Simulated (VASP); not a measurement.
Runs of VASP 6.6.1 on WSe2. The structure is that of space group Fm-3m (No. 225), or close to it. The cells are those of the table. 

```tsv
task	level	cell	k mesh	cutoff (eV)	gap on the mesh (eV)	pressure (GPa)	relaxed volume (Å³/atom)
single point	r2SCAN	a = 4.373 Å, angles 60.0°, 3 atoms	6 × 6 × 6	520	none	0.2	-
single point	PBE	a = 4.373 Å, angles 60.0°, 3 atoms	8 × 8 × 8	520	none	0.8	-
relaxation of cell and atoms	r2SCAN	relaxed from a = 4.392 Å, angles 60.0°, 3 atoms	6 × 6 × 6	600	none	0.0	(a)
relaxation of cell and atoms	PBE	relaxed from a = 5.069 Å, angles 60.0°, 3 atoms	6 × 6 × 6	600	none	0.0	20.01
single point	PBE	a = 4.392 Å, angles 60.0°, 3 atoms	6 × 6 × 6	520	none	0.2	-
single point	r2SCAN	a = 4.373 Å, angles 60.0°, 3 atoms	8 × 8 × 8	520	none	-0.7	-
```

Alike in all rows: potentials or basis VASP PAW PBE potentials, release 64 (W_sv, Se); no spin polarisation; smearing fermi-dirac 0.02 eV.

Fill in the values left out.

(a) 19.74.

Caveats: spin-orbit coupling is left out, which moves the levels of the heavy elements; the PAW data sets were made with another functional, which shifts forces and pressure a little (some runs); the volume moved by over 15 % at a fixed basis, so the end points are rough (some runs).

A k mesh can miss the band edges, and the runs leave out spin-orbit coupling on Se, W.

A gap of «none» marks levels without a gap at the run's occupations.
